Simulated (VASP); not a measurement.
# MgO (Fm-3m) in VASP: single point with LDA

Aim: the single point of MgO with LDA.

All numbers are computed with VASP 6.6.1; they aren't measurements. Logs are shortened: lines on timing, memory, paths and dates and some standing lists are left out, and cuts for length are marked.

**Experimental background.**

“Electronic structure of alkaline earth and post-transition metal oxides”, 2009, arxiv:0908.1581 quotes, for a bulk crystal of MgO: band gap 7.83 eV.

The results are compared with them further down.

## (1) The cell of the first run

It takes space group Fm-3m (No. 225, cubic). Conventional cell: a = 4.159 Å, b = 4.159 Å, c = 4.159 Å, α = 90.00°, β = 90.00°, γ = 90.00°. Mg (site symmetry m-3m) has 6 O at 2.08 Å within 2.8 Å. Within 2.8 Å of O (site symmetry m-3m) lie 6 Mg at 2.08 Å.

## (2) Single point, LDA

INCAR

```
PREC = Accurate
ENCUT = 840
EDIFF = 1E-6
ISMEAR = 0
SIGMA = 0.02
LREAL = F
LASPH = T
NELM = 120
ALGO = Normal
ISIF = 2
LWAVE = F
LCHARG = F
NBANDS = 15
GGA_COMPAT = F
```

KPOINTS

```
Automatic mesh
0
Gamma
  10 10 10
```

POSCAR

```
MgO
1.0
    0.0000000000      2.0795506197      2.0795506197
    2.0795506197      0.0000000000      2.0795506197
    2.0795506197      2.0795506197      0.0000000000
Mg O
1 1
Direct
    0.0000000000      0.0000000000      0.0000000000
    0.5000000000      0.5000000000      0.5000000000
```

Potentials or basis: VASP PAW LDA potentials, release 64 (Mg_sv, O).

Command:

```
> cat potpaw_LDA.64/Mg_sv/POTCAR potpaw_LDA.64/O/POTCAR > POTCAR
> mpirun -np 1 vasp_std > vasp.out
```

OUTCAR:

```text
PREC = Accurate
   ENCUT = 840
   EDIFF = 1E-6
   ISMEAR = 0
   LREAL = F
   LASPH = T
   NELM = 120
   ISIF = 2

 ion  position               nearest neighbor table
   1  0.000  0.000  0.000-   2 2.08   2 2.08   2 2.08   2 2.08   2 2.08   2 2.08
   2  0.500  0.500  0.500-   1 2.08   1 2.08   1 2.08   1 2.08   1 2.08   1 2.08

  LATTYP: Found a face centered cubic cell.
 ALAT       =     4.1591012394

  Lattice vectors:

 A1 = (   0.0000000000,   2.0795506197,   2.0795506197)
 A2 = (   2.0795506197,   0.0000000000,   2.0795506197)
 A3 = (   2.0795506197,   2.0795506197,   0.0000000000)

Analysis of symmetry for initial positions (statically):
=====================================================================
 Subroutine PRICEL returns:
 Original cell was already a primitive cell.

 Routine SETGRP: Setting up the symmetry group for a
 face centered cubic supercell.

 Subroutine GETGRP returns: Found 48 space group operations
 (whereof 48 operations were pure point group operations)
 out of a pool of 48 trial point group operations.

The static configuration has the point symmetry O_h .

Analysis of symmetry for dynamics (positions and initial velocities):
=====================================================================
 Subroutine PRICEL returns:
 Original cell was already a primitive cell.

 Routine SETGRP: Setting up the symmetry group for a
 face centered cubic supercell.

 Subroutine GETGRP returns: Found 48 space group operations
 (whereof 48 operations were pure point group operations)
 out of a pool of 48 trial point group operations.

The dynamic configuration has the point symmetry O_h .

 Subroutine INISYM returns: Found 48 space group operations
 (whereof 48 operations are pure point group operations),
 and found     1 'primitive' translations

----------------------------------------------------------------------------------------

                                     Primitive cell

  volume of cell :      17.9862

  direct lattice vectors                    reciprocal lattice vectors
     0.000000000  2.079550620  2.079550620    -0.240436561  0.240436561  0.240436561
     2.079550620  0.000000000  2.079550620     0.240436561 -0.240436561  0.240436561
     2.079550620  2.079550620  0.000000000     0.240436561  0.240436561 -0.240436561

  length of vectors
     2.940928690  2.940928690  2.940928690     0.416448340  0.416448340  0.416448340

  position of ions in fractional coordinates (direct lattice)
     0.000000000  0.000000000  0.000000000
     0.500000000  0.500000000  0.500000000

  ion indices of the primitive-cell ions
   primitive index   ion index
                 1           1
                 2           2

----------------------------------------------------------------------------------------

 KPOINTS: Automatic mesh

Automatic generation of k-mesh.
 Grid dimensions read from file:
 generate k-points for:   10   10   10

 Generating k-lattice:

  Cartesian coordinates                     Fractional coordinates (reciprocal lattice)
    -0.024043656  0.024043656  0.024043656     0.100000000  0.000000000  0.000000000
     0.024043656 -0.024043656  0.024043656     0.000000000  0.100000000  0.000000000
     0.024043656  0.024043656 -0.024043656     0.000000000  0.000000000  0.100000000

  Length of vectors
     0.041644834  0.041644834  0.041644834

  Shift w.r.t. Gamma in fractional coordinates (k-lattice)
     0.000000000  0.000000000  0.000000000

 Subroutine IBZKPT returns following result:
 ===========================================

 Found     47 irreducible k-points:

 Following reciprocal coordinates:
            Coordinates               Weight
  0.000000  0.000000  0.000000      1.000000
  0.100000  0.000000  0.000000      8.000000
  0.200000  0.000000  0.000000      8.000000
  0.300000  0.000000  0.000000      8.000000
  0.400000  0.000000  0.000000      8.000000
  0.500000  0.000000  0.000000      4.000000
[... 16 lines left out ...]
  0.300000  0.300000  0.000000      6.000000
  0.400000  0.300000  0.000000     24.000000
 [... further k-points ...]
   k-points           NKPTS =     47   k-points in BZ     NKDIM =     47   number of bands    NBANDS=     15
   number of dos      NEDOS =    301   number of ions     NIONS =      2
   total plane-waves  NPLWV =  21952
   dimension x,y,z NGX =    28 NGY =   28 NGZ =   28
   dimension x,y,z NGXF=    56 NGYF=   56 NGZF=   56
   ions per type =               1   1
   NGX,Y,Z   is equivalent  to a cutoff of  15.83, 15.83, 15.83 a.u.
   NGXF,Y,Z  is equivalent  to a cutoff of  31.66, 31.66, 31.66 a.u.
 SYSTEM =  unknown system
   PREC   = accura    normal or accurate (medium, high low for compatibility)
   ISTART =      0    job   : 0-new  1-cont  2-samecut
   ICHARG =      2    charge: 1-file 2-atom 10-const
   ISPIN  =      1    spin polarized calculation?
   LNONCOLLINEAR =      F non collinear calculations
   LSORBIT =      F    spin-orbit coupling
   LASPH  =      T    aspherical Exc in radial PAW
   ENCUT  =  840.0 eV  61.74 Ry    7.86 a.u.   6.95  6.95  6.95*2*pi/ulx,y,z
   NELM   =    120;   NELMIN=  2; NELMDL= -5     # of ELM steps
   EDIFF  = 0.1E-05   stopping-criterion for ELM
   LREAL  =      F    real-space projection
   EDIFFG = 0.1E-04   stopping-criterion for IOM
   NSW    =      0    number of steps for IOM
   IBRION =     -1    ionic relax: 0-MD 1-quasi-New 2-CG
   NFREE  =      0    steps in history (QN), initial steepest desc. (CG)
   ISIF   =      2    stress and relaxation
   ISYM   =      2    0-nonsym 1-usesym 2-fastsym
   POTIM  = 0.5000    time-step for ionic-motion
   TEBEG  =    0.0;   TEEND  =   0.0 temperature during run
   PSTRESS=    0.0 pullay stress
   NELECT =      16.0000    total number of electrons
   NUPDOWN=      -1.0000    fix difference up-down
   EMIN   =  10.00;   EMAX   =-10.00  energy-range for DOS
   EFERMI =   0.00;   METHOD = LEGACY
   ISMEAR =     0;   SIGMA  =   0.02  broadening in eV -4-tet -1-fermi 0-gaus
   EFERMI_NEDOS =   21; number of points for ismear=-14 and -15
   IALGO  =     38    algorithm
   IMIX   =      4    mixing-type and parameters
     AMIX     =   0.40;   BMIX     =  1.00
     AMIX_MAG =   1.60;   BMIX_MAG =  1.00
  volume/ion in A,a.u.               =       8.99        60.69
  Fermi-wavevector in a.u.,A,eV,Ry     =   1.574473  2.975323 33.728387  2.478967
  Thomas-Fermi vector in A             =   2.675602
   LORBIT       =      0    0 simple, 1 ext, 2 COOP (PROOUT), +10 PAW based schemes
   GGA     = CA    functional components
   LHFCALC =     F    Hartree Fock is set to
   AEXX    =    0.0000 exact exchange contribution
   IVDW    =     0    specifies the selected vdW correction
   LEPSILON=     F    determine dielectric tensor
   LRPA    =     F    only Hartree local field effects (RPA)
 non-spin polarized calculation
 Gauss-broadening in eV      SIGMA  =   0.02
  energy-cutoff  :      840.00
  volume of cell :       17.99
 maximum number of plane-waves:      1010
   NGX = 13   NGY = 13   NGZ = 13

 number of electron      15.9999996 magnetization

 Free energy of the ion-electron system (eV)
  ---------------------------------------------------
  ext. energy  EPLUGINS =         0.00000000
  ---------------------------------------------------
  free energy    TOTEN  =       -13.23339756 eV

  energy without entropy =      -13.23339756  energy(sigma->0) =      -13.23339756

 E-fermi :   3.0764     XC(G=0): -12.1309

 val. band max:        2.8608439617   @ k =   0.0000   0.0000   0.0000
 cond. band min:       7.9066112684   @ k =   0.0000   0.0000   0.0000
 fundamental gap:      5.0457673066
 Fermi energy:         3.0763869882

 k-point     1 :       0.0000    0.0000    0.0000
  band No.  band energies     occupation
      1     -68.3534      2.00000
      2     -35.8098      2.00000
      3     -35.8098      2.00000
      4     -35.8098      2.00000
      5     -14.3254      2.00000
      6       2.8608      2.00000
      7       2.8608      2.00000
      8       2.8608      2.00000
      9       7.9066      0.00000
     10      18.5968      0.00000
     11      18.5968      0.00000
     12      18.5968      0.00000
     13      22.7257      0.00000
     14      24.4057      0.00000
     15      24.4057      0.00000

 k-point     2 :       0.1000    0.0000    0.0000
  band No.  band energies     occupation
      1     -68.3523      2.00000
      2     -35.8201      2.00000
      3     -35.8107      2.00000
      4     -35.8107      2.00000
      5     -14.2046      2.00000
      6       2.1954      2.00000
      7       2.7868      2.00000
      8       2.7868      2.00000
      9       8.5246      0.00000
     10      17.3618      0.00000
     11      18.8508      0.00000
     12      18.8508      0.00000
     13      23.7152      0.00000
     14      23.7152      0.00000
     15      24.4199      0.00000

 k-point     3 :       0.2000    0.0000    0.0000
  band No.  band energies     occupation
      1     -68.3496      2.00000
      2     -35.8469      2.00000
      3     -35.8135      2.00000
      4     -35.8135      2.00000
      5     -13.8714      2.00000
      6       0.8213      2.00000
      7       2.5996      2.00000
      8       2.5996      2.00000
      9       9.6932      0.00000
     10      15.8817      0.00000
     11      19.3787      0.00000
     12      19.3787      0.00000
     13      23.0315      0.00000
     14      23.0315      0.00000
     15      25.4416      0.00000
[... 343 lines left out ...]
 k-point    23 :       0.3000    0.3000    0.0000
  band No.  band energies     occupation
      1     -68.3438      2.00000
      2     -35.8715      2.00000
      3     -35.8328      2.00000
      4     -35.8328      2.00000
      5     -13.2090      2.00000
      6      -0.4237      2.00000
      7       1.8710      2.00000
      8       1.8710      2.00000
      9      11.9861      0.00000
     10      13.1366      0.00000
     11      17.4253      0.00000
     12      20.9574      0.00000
     13      20.9574      0.00000
     14      27.1196      0.00000
     15      30.7167      0.00000

 k-point    24 :       0.4000    0.3000    0.0000
  band No.  band energies     occupation
      1     -68.3414      2.00000
      2     -35.8845      2.00000
      3     -35.8396      2.00000
      4     -35.8365      2.00000
      5     -12.9318      2.00000
      6      -0.8768      2.00000
      7       1.4821      2.00000
      8       1.7156      2.00000
      9      12.5773      0.00000
     10      13.0060      0.00000
     11      16.6036      0.00000
     12      21.2277      0.00000
     13      21.4449      0.00000
     14      27.8887      0.00000
     15      30.3268      0.00000

 [... further k-points ...]

------------------------ aborting loop because EDIFF is reached ----------------------------------------

  FORCE on cell =-STRESS in cart. coord.  units (eV):
  Direction    XX          YY          ZZ          XY          YZ          ZX
  --------------------------------------------------------------------------------------
  -------------------------------------------------------------------------------------
  Total        0.0708692      0.0708692      0.0708692      0.0000000      0.0000000     -0.0000000
  in kB        6.3129086      6.3129086      6.3129086      0.0000000      0.0000000     -0.0000000
  external PRESSURE =       6.3129086 kB  Pullay stress =       0.0000000 kB

 VOLUME and BASIS-vectors are now :
 -----------------------------------------------------------------------------
  energy-cutoff  :      840.00
  volume of cell :       17.99
      direct lattice vectors                 reciprocal lattice vectors
     0.000000000  2.079550620  2.079550620    -0.240436561  0.240436561  0.240436561
     2.079550620  0.000000000  2.079550620     0.240436561 -0.240436561  0.240436561
     2.079550620  2.079550620  0.000000000     0.240436561  0.240436561 -0.240436561

 POSITION                                       TOTAL-FORCE (eV/Angst)
 -----------------------------------------------------------------------------------
      0.00000      0.00000      0.00000         0.000000     -0.000000      0.000000
      2.07955      2.07955      2.07955        -0.000000      0.000000     -0.000000
 -----------------------------------------------------------------------------------
    total drift:                                0.000000      0.000000      0.000000

  FREE ENERGIE OF THE ION-ELECTRON SYSTEM (eV)
  ---------------------------------------------------
  free  energy   TOTEN  =       -13.2333975552 eV

  energy  without entropy=      -13.2333975552  energy(sigma->0) =      -13.23339756
```

It took 17 s on 1 thread of AMD EPYC 7R13 (Zen 3), shared host; peak memory 0.12 GiB.

Results:

```
Free energy            : -13.2334 eV
Pressure               : 0.6 GPa
Band gap on the k mesh : 5.05 eV
```

Levels at points of the mesh, in eV from the valence-band top:
```csv
k point,band 4,band 5,band 6,band 7,band 8,band 9,band 10,band 11,band 12,band 13
"(0.00, 0.00, 0.00)",-38.67,-17.19,0.00,0.00,0.00,5.05,15.74,15.74,15.74,19.86
"(0.50, 0.00, 0.00)",-38.68,-15.70,-4.86,-0.71,-0.71,7.98,12.84,16.40,16.40,21.19
"(0.50, 0.50, 0.00)",-38.71,-15.46,-4.28,-1.42,-1.42,8.93,10.14,13.30,19.22,19.22
```

## (3) Comparison with measurements

Step 2. A measured gap of MgO is 7.83 eV (quoted in “Electronic structure of alkaline earth and post-transition metal oxides”, 2009, arxiv:0908.1581); the calculated 5.05 eV misses it by -2.78 eV. The value is that of LDA, without temperature or zero-point motion. Semilocal functionals fall short of measured gaps as a rule.
